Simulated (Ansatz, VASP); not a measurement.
# Two plane-wave programs on MgH2

Contents of INCAR:

```
SYSTEM = MgH2
PREC = Accurate ; ENCUT = 600
EDIFF = 1E-6 ; ISMEAR = -1
SIGMA = 0.05 ; LREAL = .FALSE.
LASPH = .TRUE. ; NELM = 60
ALGO = Normal ; ISIF = 3
LWAVE = .FALSE. ; LCHARG = .FALSE.
GGA = PE ; IBRION = 2
NSW = 100 ; EDIFFG = -0.005
```

The input KPOINTS:

```
Automatic mesh
0
G
  14 14 14
  0 0 0
```

File POSCAR:

```
MgH2
1.0
    0.0000000000      2.5553258337      2.5553258337
    2.5553258337      0.0000000000      2.5553258337
    2.5553258337      2.5553258337      0.0000000000
Mg H
1 2
Direct
    0.0000000000      0.0000000000      0.0000000000
    0.2500000000      0.2500000000      0.2500000000
    0.7500000000      0.7500000000      0.7500000000
```

Input for Ansatz:

```yaml
crystal:
  lattice:
    - [0.0, 2.5553258337, 2.5553258337]
    - [2.5553258337, 0.0, 2.5553258337]
    - [2.5553258337, 2.5553258337, 0.0]
  atoms:
    - { symbol: Mg, position: [0.0, 0.0, 0.0] }
    - { symbol: H, position: [0.25, 0.25, 0.25] }
    - { symbol: H, position: [0.75, 0.75, 0.75] }
kpoints:
  mp_grid: { grid: [14, 14, 14] }
scf:
  occupations: { method: fermi_dirac, width: 0.05 }
hamiltonian:
  xc: pbe
  pseudopotentials: { kind: paw }
output:
  forces: true
  stress: true
relax:
  f_tol: 0.005
  max_steps: 80
  cell: {}
```

Alike in both runs: task relaxation of cell and atoms; functional PBE; k mesh 14 × 14 × 14; occupations fermi-dirac, width 0.05 eV; no spin polarisation.

```csv
,VASP,Ansatz
version,VASP 6.6.1,Ansatz 0.2.0
potentials or method,"VASP PAW PBE potentials, release 64 (Mg, H)","PAW with Ansatz's default frozen-core files, scalar-relativistic"
plane-wave cutoff (eV),600,420
valence electrons in the cell,4,12
```

|  | VASP | Ansatz | Ansatz less VASP |
| --- | --- | --- | --- |
| relaxed volume (Å³/atom) | 8.94 | 8.97 | +0.029 |
| relaxed cell length with the largest relative difference (Å) | 3.360 | 3.364 | +0.0036 |

VASP's potentials hold 4 valence electrons a cell and Ansatz's 12, so a difference there can come from the potentials and not from the codes.

Noted on VASP's run: the volume moved by over 15 % at a fixed basis, so the end points are rough.
